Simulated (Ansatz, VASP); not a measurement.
Two plane-wave programs on SnAs2Se2

```
Sn As Se
1.0
     3.73961    0.00000    0.00000
    -1.86980    3.23860    0.00000
     0.00000    0.00000   11.56609
Sn As Se
1 2 2
Direct
  0.00000 0.00000 0.00000
  0.33333 0.66667 0.55806
  0.66667 0.33333 0.44194
  0.66667 0.33333 0.14109
  0.33333 0.66667 0.85891
```

Alike in both runs: task relaxation of cell and atoms; functional PBE; dispersion D3(BJ); k mesh 12 × 12 × 4; occupations gaussian, width 0.1 eV; no spin polarisation.

|  | VASP | Ansatz |
| --- | --- | --- |
| version | VASP 6.6.1 | Ansatz 0.2.0 |
| potentials or method | VASP PAW PBE potentials, release 64 (Sn_d, As, Se), cutoff 600 eV | scalar-relativistic, plane waves, PAW |
| valence electrons in the cell | 36 | 76 |

|  | VASP | Ansatz | Ansatz less VASP |
| --- | --- | --- | --- |
| gap on the k mesh at the Fermi level, each at its own relaxed structure (eV) | none | none | - |
| relaxed volume (Å³/atom) | 28.49 | 28.45 | -0.038 |
| relaxed length of the cell vector where the two differ most in proportion (Å) | 3.729 | 3.727 | -0.0020 |

A gap of «none» marks a metal or a gap that the smearing closes. VASP's potentials hold 36 valence electrons a cell and Ansatz's 76, so a difference there can come from the potentials and not from the codes.
